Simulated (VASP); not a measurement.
The system is BN.

```xyz
4
Lattice="2.5311 0.0000 0.0000 -1.2656 2.1920 0.0000 0.0000 0.0000 6.7230" Properties=species:S:1:pos:R:3 pbc="T T T"
N     1.2656    0.7307    1.6808
N     0.0000    1.4613    5.0423
B     1.2656    0.7307    5.0423
B     0.0000    1.4613    1.6808
```

This cell differs from its parent crystal: volume scaled by 1.04.

Base run:

```yaml
Program: VASP 6.6.1
Functional: PBEsol
Potentials_or_basis: VASP PAW PBE potentials, release 64 (N, B)
Cutoff: 520 eV
k_mesh: 12 × 12 × 4
Occupations: fermi-dirac, width 0.05 eV
Spin: no spin polarisation
```

Its results: band gap on the k mesh 4.14 eV, indirect (least direct gap 4.50 eV); pressure -6.7 GPa.

Question: After a change of settings the same cell gave: band gap on the k mesh 4.83 eV, indirect (least direct gap 5.26 eV); pressure -8.7 GPa. Which change was it?
A. functional from PBEsol to r2SCAN; dispersion from none to D4
B. functional from PBEsol to RPBE
C. functional from PBEsol to LDA; potentials or basis from VASP PAW PBE potentials, release 64 (N, B) to VASP PAW LDA potentials, release 64 (N, B)
D. functional from PBEsol to PBE

Answer: A.

Caveats: the PAW data sets were made with another functional, which shifts forces and pressure a little; this functional lacks dispersion, which binds the layers, so the pressure and a relaxed spacing across them are unreliable (some runs).
